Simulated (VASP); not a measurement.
Here is a VASP 6.6.1 calculation.

File INCAR:

```
SYSTEM = SiAgBr6
PREC     = Accurate       ! precision mode
ENCUT    = 600            ! plane-wave cutoff, eV
EDIFF    = 1E-7           ! SCF threshold, eV
ISMEAR   = 0              ! smearing method
SIGMA    = 0.1            ! smearing width, eV
LREAL    = .FALSE.        ! projectors in reciprocal space
LASPH    = .TRUE.         ! aspherical terms in the spheres
NELM     = 100            ! most SCF steps
ALGO     = Normal         ! electronic algorithm
ISIF     = 3              ! what is computed and relaxed
LWAVE    = .FALSE.        ! write WAVECAR
LCHARG   = .FALSE.        ! write CHGCAR
GGA      = PE             ! functional
IBRION   = 2              ! ionic algorithm
NSW      = 90             ! ionic steps
EDIFFG   = -0.04          ! ionic threshold
```

Contents of KPOINTS:

```
Automatic mesh
0
G
  4 4 4
  0 0 0
```

POSCAR

```
SiAgBr6
1.0
    0.0000000000      5.1000000000      5.1000000000
    5.1000000000      0.0000000000      5.1000000000
    5.1000000000      5.1000000000      0.0000000000
Si Ag Br
1 1 6
Direct
    0.5000000000      0.5000000000      0.5000000000
    0.0000000000      0.0000000000      0.0000000000
    0.7470879700      0.2529120300      0.2529120300
    0.2529120300      0.7470879700      0.2529120300
    0.2529120300      0.2529120300      0.7470879700
    0.2529120300      0.7470879700      0.7470879700
    0.7470879700      0.2529120300      0.7470879700
    0.7470879700      0.7470879700      0.2529120300
```

Potentials or basis: VASP PAW PBE potentials, release 64 (Si, Ag, Br).

The run is started by

```console
$ cat potpaw_PBE.64/Si/POTCAR potpaw_PBE.64/Ag/POTCAR potpaw_PBE.64/Br/POTCAR > POTCAR
$ mpirun -np 1 vasp_std > vasp.out
```

(1) Estimate the relaxed cell.

(2) Predict the relaxed volume.

(3) Predict the space group after relaxing (to 0.05 Å).

Answers

(1) a = 7.446 Å, b = 7.446 Å, c = 7.446 Å, α = 60.00°, β = 60.00°, γ = 60.00°.

(2) 36.49 Å³/atom.

(3) Fm-3m (No. 225).

Caveat: an odd number of electrons without spin polarisation forces a metal; a magnetic or distorted state may lie lower.
